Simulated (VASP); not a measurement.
# AlN (P6_3mc) in VASP: notebook

The runs below take AlN through single point, relaxation of cell and atoms, with PBEsol.

Program: VASP 6.6.1. These are calculated values, not measurements. Logs are shortened: lines on timing, memory, paths and dates and some standing lists are left out, and cuts for length are marked.

**The experiment to reproduce.**

“Structural and optical properties of self-assembled AlN nanowires grown on SiO2/Si substrates by molecular beam epitaxy”, 2024, arxiv:2402.00216 quotes, for a bulk crystal of AlN at 0 K: band gap 6.0343 eV (an exciton energy, a little under the gap).

The results are compared with them further down.

### 1 The cell of the first run

Symmetry: P6_3mc, No. 186, hexagonal system. The conventional cell has a = 3.114 Å, b = 3.114 Å, c = 4.983 Å, α = 90.00°, β = 90.00°, γ = 120.00°. Within 2.5 Å of Al (site symmetry 3m) lie 4 N at 1.89 to 1.90 Å. N (site symmetry 3m) has 4 Al at 1.89 to 1.90 Å within 2.5 Å.

### 2 Single point, PBEsol

The input, INCAR:

```
  PREC = Accurate
  ENCUT = 520
  EDIFF = 1E-7
  ISMEAR = 0
  SIGMA = 0.02
  LREAL = False
  LASPH = True
  NELM = 80
  ALGO = Normal
  ISIF = 2
  LWAVE = False
  LCHARG = True
  GGA = PS
  LELF = True
  LVHAR = True
  NBANDS = 16
```

The input, KPOINTS:

```
regular mesh
0
Gamma
  9 9 6
```

The input, POSCAR:

```
AlN
1.0
    3.1138126617      0.0000000000      0.0000000000
   -1.5569063308      2.6966408677      0.0000000000
    0.0000000000      0.0000000000      4.9833864624
Al N
2 2
Direct
    0.3333333333      0.6666666667     -0.0009968572
    0.6666666667      0.3333333333      0.4990031428
    0.3333333333      0.6666666667      0.3809968572
    0.6666666667      0.3333333333      0.8809968572
```

Potentials or basis: VASP PAW PBE potentials, release 64 (Al, N).

Started as:

```sh
$ cat potpaw_PBE.64/Al/POTCAR potpaw_PBE.64/N/POTCAR > POTCAR
$ mpirun -np 1 vasp_std > vasp.out
```

OUTCAR:

```text
PREC = Accurate
   ENCUT = 520
   EDIFF = 1E-7
   ISMEAR = 0
   LREAL = False
   LASPH = True
   NELM = 80
   ISIF = 2
   GGA = PS

 ion  position               nearest neighbor table
   1  0.333  0.667  0.999-   4 1.89   4 1.89   4 1.89   3 1.90   2 3.07   2 3.07   2 3.07   2 3.07
                             2 3.07   2 3.07
   2  0.667  0.333  0.499-   3 1.89   3 1.89   3 1.89   4 1.90   1 3.07   1 3.07   1 3.07   1 3.07
                             1 3.07   1 3.07
   3  0.333  0.667  0.381-   2 1.89   2 1.89   2 1.89   1 1.90
   4  0.667  0.333  0.881-   1 1.89   1 1.89   1 1.89   2 1.90

  LATTYP: Found a hexagonal cell.
 ALAT       =     3.1138126617
 C/A-ratio  =     1.6004130639

  Lattice vectors:

 A1 = (   3.1138126617,   0.0000000000,   0.0000000000)
 A2 = (  -1.5569063308,   2.6966408677,   0.0000000000)
 A3 = (   0.0000000000,   0.0000000000,   4.9833864624)

Analysis of symmetry for initial positions (statically):
=====================================================================
 Subroutine PRICEL returns:
 Original cell was already a primitive cell.

 Routine SETGRP: Setting up the symmetry group for a
 hexagonal supercell.

 Subroutine GETGRP returns: Found 12 space group operations
 (whereof  6 operations were pure point group operations)
 out of a pool of 24 trial point group operations.

The static configuration has the point symmetry C_3v.
 The point group associated with its full space group is C_6v.

Analysis of symmetry for dynamics (positions and initial velocities):
=====================================================================
 Subroutine PRICEL returns:
 Original cell was already a primitive cell.

 Routine SETGRP: Setting up the symmetry group for a
 hexagonal supercell.

 Subroutine GETGRP returns: Found 12 space group operations
 (whereof  6 operations were pure point group operations)
 out of a pool of 24 trial point group operations.

The dynamic configuration has the point symmetry C_3v.
 The point group associated with its full space group is C_6v.

 Subroutine INISYM returns: Found 12 space group operations
 (whereof  6 operations are pure point group operations),
 and found     1 'primitive' translations

----------------------------------------------------------------------------------------

                                     Primitive cell

  volume of cell :      41.8447

  direct lattice vectors                    reciprocal lattice vectors
     3.113812662  0.000000000  0.000000000     0.321149699  0.185415865  0.000000000
    -1.556906331  2.696640868  0.000000000     0.000000000  0.370831731  0.000000000
     0.000000000  0.000000000  4.983386462     0.000000000  0.000000000  0.200666757

  length of vectors
     3.113812662  3.113812662  4.983386462     0.370831731  0.370831731  0.200666757

  position of ions in fractional coordinates (direct lattice)
     0.333333333  0.666666667  0.999003143
     0.666666667  0.333333333  0.499003143
     0.333333333  0.666666667  0.380996857
     0.666666667  0.333333333  0.880996857

  ion indices of the primitive-cell ions
   primitive index   ion index
                 1           1
                 2           2
                 3           3
                 4           4

----------------------------------------------------------------------------------------

 KPOINTS: regular mesh

Automatic generation of k-mesh.
 Grid dimensions read from file:
 generate k-points for:    9    9    6

 Generating k-lattice:

  Cartesian coordinates                     Fractional coordinates (reciprocal lattice)
     0.035683300  0.020601763  0.000000000     0.111111111  0.000000000  0.000000000
     0.000000000  0.041203526  0.000000000     0.000000000  0.111111111  0.000000000
     0.000000000  0.000000000  0.033444459     0.000000000  0.000000000  0.166666667

  Length of vectors
     0.041203526  0.041203526  0.033444459

  Shift w.r.t. Gamma in fractional coordinates (k-lattice)
     0.000000000  0.000000000  0.000000000

 Subroutine IBZKPT returns following result:
 ===========================================

 Found     48 irreducible k-points:

 Following reciprocal coordinates:
            Coordinates               Weight
  0.000000  0.000000  0.000000      1.000000
  0.111111  0.000000  0.000000      6.000000
  0.222222  0.000000  0.000000      6.000000
  0.333333  0.000000  0.000000      6.000000
  0.444444  0.000000  0.000000      6.000000
  0.111111  0.111111  0.000000      6.000000
[... 16 lines left out ...]
  0.333333  0.222222  0.166667     24.000000
  0.333333  0.333333  0.166667      4.000000
 [... further k-points ...]
   k-points           NKPTS =     48   k-points in BZ     NKDIM =     48   number of bands    NBANDS=     16
   number of dos      NEDOS =    301   number of ions     NIONS =      4
   total plane-waves  NPLWV =  23040
   dimension x,y,z NGX =    24 NGY =   24 NGZ =   40
   dimension x,y,z NGXF=    48 NGYF=   48 NGZF=   80
   ions per type =               2   2
   NGX,Y,Z   is equivalent  to a cutoff of  12.81, 12.81, 13.34 a.u.
   NGXF,Y,Z  is equivalent  to a cutoff of  25.63, 25.63, 26.69 a.u.
 SYSTEM =  unknown system
   PREC   = accura    normal or accurate (medium, high low for compatibility)
   ISTART =      0    job   : 0-new  1-cont  2-samecut
   ICHARG =      2    charge: 1-file 2-atom 10-const
   ISPIN  =      1    spin polarized calculation?
   LNONCOLLINEAR =      F non collinear calculations
   LSORBIT =      F    spin-orbit coupling
   LASPH  =      T    aspherical Exc in radial PAW
   ENCUT  =  520.0 eV  38.22 Ry    6.18 a.u.   5.79  5.79  9.27*2*pi/ulx,y,z
   NELM   =     80;   NELMIN=  2; NELMDL= -5     # of ELM steps
   EDIFF  = 0.1E-06   stopping-criterion for ELM
   LREAL  =      F    real-space projection
   EDIFFG = 0.1E-05   stopping-criterion for IOM
   NSW    =      0    number of steps for IOM
   IBRION =     -1    ionic relax: 0-MD 1-quasi-New 2-CG
   NFREE  =      0    steps in history (QN), initial steepest desc. (CG)
   ISIF   =      2    stress and relaxation
   ISYM   =      2    0-nonsym 1-usesym 2-fastsym
   POTIM  = 0.5000    time-step for ionic-motion
   TEBEG  =    0.0;   TEEND  =   0.0 temperature during run
   PSTRESS=    0.0 pullay stress
   NELECT =      16.0000    total number of electrons
   NUPDOWN=      -1.0000    fix difference up-down
   EMIN   =  10.00;   EMAX   =-10.00  energy-range for DOS
   EFERMI =   0.00;   METHOD = LEGACY
   ISMEAR =     0;   SIGMA  =   0.02  broadening in eV -4-tet -1-fermi 0-gaus
   EFERMI_NEDOS =   21; number of points for ismear=-14 and -15
   IALGO  =     38    algorithm
   IMIX   =      4    mixing-type and parameters
     AMIX     =   0.40;   BMIX     =  1.00
     AMIX_MAG =   1.60;   BMIX_MAG =  1.00
  volume/ion in A,a.u.               =      10.46        70.60
  Fermi-wavevector in a.u.,A,eV,Ry     =   1.188233  2.245434 19.210019  1.411897
  Thomas-Fermi vector in A             =   2.324367
   LORBIT       =      0    0 simple, 1 ext, 2 COOP (PROOUT), +10 PAW based schemes
   GGA     = PS    functional components
   LHFCALC =     F    Hartree Fock is set to
   AEXX    =    0.0000 exact exchange contribution
   IVDW    =     0    specifies the selected vdW correction
   LEPSILON=     F    determine dielectric tensor
   LRPA    =     F    only Hartree local field effects (RPA)
 non-spin polarized calculation
 Gauss-broadening in eV      SIGMA  =   0.02
  energy-cutoff  :      520.00
  volume of cell :       41.84
 maximum number of plane-waves:      1152
 NGX is ok and might be reduce to    24
   NGX = 11   NGY = 11   NGZ = 19

 number of electron      15.9999997 magnetization

 Free energy of the ion-electron system (eV)
  ---------------------------------------------------
  ext. energy  EPLUGINS =         0.00000000
  ---------------------------------------------------
  free energy    TOTEN  =       -31.31239667 eV

  energy without entropy =      -31.31239667  energy(sigma->0) =      -31.31239667

 E-fermi :   6.1593     XC(G=0): -11.0994

 val. band max:        6.0510074825   @ k =   0.0000   0.0000   0.0000
 cond. band min:      10.1621866713   @ k =   0.0000   0.0000   0.0000
 fundamental gap:      4.1111791889
 Fermi energy:         6.1593257550

 k-point     1 :       0.0000    0.0000    0.0000
  band No.  band energies     occupation
      1      -9.1108      2.00000
      2      -6.9310      2.00000
      3       0.0009      2.00000
      4       5.1723      2.00000
      5       5.1723      2.00000
      6       5.8266      2.00000
[... 8 lines left out ...]
     15      19.0705      0.00000
     16      19.0705      0.00000

 k-point     2 :       0.1111    0.0000    0.0000
  band No.  band energies     occupation
      1      -8.9528      2.00000
      2      -6.8421      2.00000
      3       0.1885      2.00000
      4       4.4607      2.00000
      5       4.9727      2.00000
      6       5.1423      2.00000
[... 8 lines left out ...]
     15      18.9106      0.00000
     16      19.0835      0.00000

 k-point     3 :       0.2222    0.0000    0.0000
  band No.  band energies     occupation
      1      -8.5038      2.00000
      2      -6.6193      2.00000
      3       0.7338      2.00000
      4       2.9479      2.00000
      5       3.8817      2.00000
      6       4.5634      2.00000
[... 8 lines left out ...]
     15      18.1031      0.00000
     16      18.8442      0.00000

 k-point     4 :       0.3333    0.0000    0.0000
  band No.  band energies     occupation
      1      -7.8552      2.00000
      2      -6.4041      2.00000
      3       1.5033      2.00000
      4       1.5750      2.00000
      5       2.6978      2.00000
      6       4.1831      2.00000
[... 8 lines left out ...]
     15      18.0296      0.00000
     16      20.3077      0.00000
[... 324 lines left out ...]
 k-point    22 :       0.2222    0.2222    0.1667
  band No.  band energies     occupation
      1      -7.4421      2.00000
      2      -6.4186      2.00000
      3       1.4132      2.00000
      4       1.6498      2.00000
      5       2.9328      2.00000
      6       3.3609      2.00000
[... 8 lines left out ...]
     15      18.1659      0.00000
     16      20.8744      0.00000

 k-point    23 :       0.3333    0.2222    0.1667
  band No.  band energies     occupation
      1      -6.9134      2.00000
      2      -6.4098      2.00000
      3       0.9989      2.00000
      4       1.6936      2.00000
      5       2.5087      2.00000
      6       3.5358      2.00000
[... 8 lines left out ...]
     15      18.6763      0.00000
     16      20.7317      0.00000

 k-point    24 :       0.3333    0.3333    0.1667
  band No.  band energies     occupation
      1      -6.5656      2.00000
      2      -6.5656      2.00000
      3       1.2828      2.00000
      4       1.8420      2.00000
      5       1.8420      2.00000
      6       3.3212      2.00000
[... 8 lines left out ...]
     15      18.9507      0.00000
     16      21.0096      0.00000

 [... further k-points ...]
[... 5 lines left out ...]
  --------------------------------------------------------------------------------------
  -------------------------------------------------------------------------------------
  Total       -0.0060829     -0.0060829     -0.0008635     -0.0000000      0.0000000      0.0000000
  in kB       -0.2329049     -0.2329049     -0.0330628     -0.0000000      0.0000000      0.0000000
  external PRESSURE =      -0.1662908 kB  Pullay stress =       0.0000000 kB

 VOLUME and BASIS-vectors are now :
 -----------------------------------------------------------------------------
  energy-cutoff  :      520.00
  volume of cell :       41.84
      direct lattice vectors                 reciprocal lattice vectors
     3.113812662  0.000000000  0.000000000     0.321149699  0.185415865  0.000000000
    -1.556906331  2.696640868  0.000000000     0.000000000  0.370831731  0.000000000
     0.000000000  0.000000000  4.983386462     0.000000000  0.000000000  0.200666757

 POSITION                                       TOTAL-FORCE (eV/Angst)
 -----------------------------------------------------------------------------------
     -0.00000      1.79776      4.97842        -0.000000      0.000000     -0.000266
      1.55691      0.89888      2.48673         0.000000     -0.000000     -0.000266
     -0.00000      1.79776      1.89865         0.000000     -0.000000      0.000266
      1.55691      0.89888      4.39035         0.000000     -0.000000      0.000266
 -----------------------------------------------------------------------------------
    total drift:                               -0.000000      0.000000      0.000412

  FREE ENERGIE OF THE ION-ELECTRON SYSTEM (eV)
  ---------------------------------------------------
  free  energy   TOTEN  =       -31.3123966650 eV

  energy  without entropy=      -31.3123966650  energy(sigma->0) =      -31.31239667
```

It took 9.9 s on 1 thread of Intel Xeon 6975P-C (Granite Rapids), shared host; peak memory 0.16 GiB.

Results:

- Free energy: -31.3124 eV
- Pressure: 0.0 GPa
- Band gap on the k mesh: 4.11 eV, direct

Levels at points of the mesh, in eV from the valence-band top:
```csv
k point,band 6,band 7,band 8,band 9,band 10,band 11
"(0.00, 0.00, 0.00)",-0.22,-0.22,0.00,4.11,6.55,10.49
"(0.00, 0.00, 0.50)",-0.56,-0.56,-0.56,6.37,6.37,10.20
```

Caveat: the PAW data sets were made with another functional, which shifts forces and pressure a little.

(Part 1 of 2 ends here.)
